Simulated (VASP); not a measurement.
## SiO2: single point with PBE

SiO2:

```
Si O
1.0
     5.10993    0.00000    0.00000
    -2.55496    4.42533    0.00000
     0.00000    0.00000    5.56430
Si O
3 6
Direct
  0.00000 0.50000 0.33333
  0.50000 0.50000 0.66667
  0.50000 0.00000 0.00000
  0.58472 0.79236 0.83333
  0.79236 0.58472 0.50000
  0.79236 0.20764 0.16667
  0.41528 0.20764 0.83333
  0.20764 0.41528 0.50000
  0.20764 0.79236 0.16667
```

```
Program             : VASP 6.6.1
Task                : single point
Functional          : PBE
Potentials or basis : VASP PAW PBE potentials, release 64 (Si, O)
Cutoff              : 520 eV
k mesh              : 3 × 3 × 1
Occupations         : gaussian, width 0.02 eV
Spin                : no spin polarisation
```

```
Pressure               : 0.1 GPa
Largest force          : 0.012 eV/Å
Band gap on the k mesh : 5.62 eV, indirect (least direct gap 5.75 eV)
```

Forces on the atoms (eV/Å):
```
Si   0.000  0.000  0.000
Si   0.000  0.000  0.000
Si   0.000  0.000  0.000
O   -0.010 -0.006  0.000
O    0.000 -0.012  0.000
O   -0.010  0.006  0.000
O    0.010  0.006  0.000
O    0.000  0.012  0.000
O    0.010 -0.006  0.000
```

Levels at points of the mesh, in eV from the valence-band top:
```csv
k point,band 22,band 23,band 24,band 25,band 26,band 27
"(0.00, 0.00, 0.00)",-0.39,-0.39,-0.13,5.62,8.91,8.91
```

Wall time 37 s on 1 thread of AMD EPYC 7R13, on a shared host, peak memory 0.19 GiB.

Caveat: the k points lie up to 1.13 Å⁻¹ apart. A k mesh can miss the band edges.
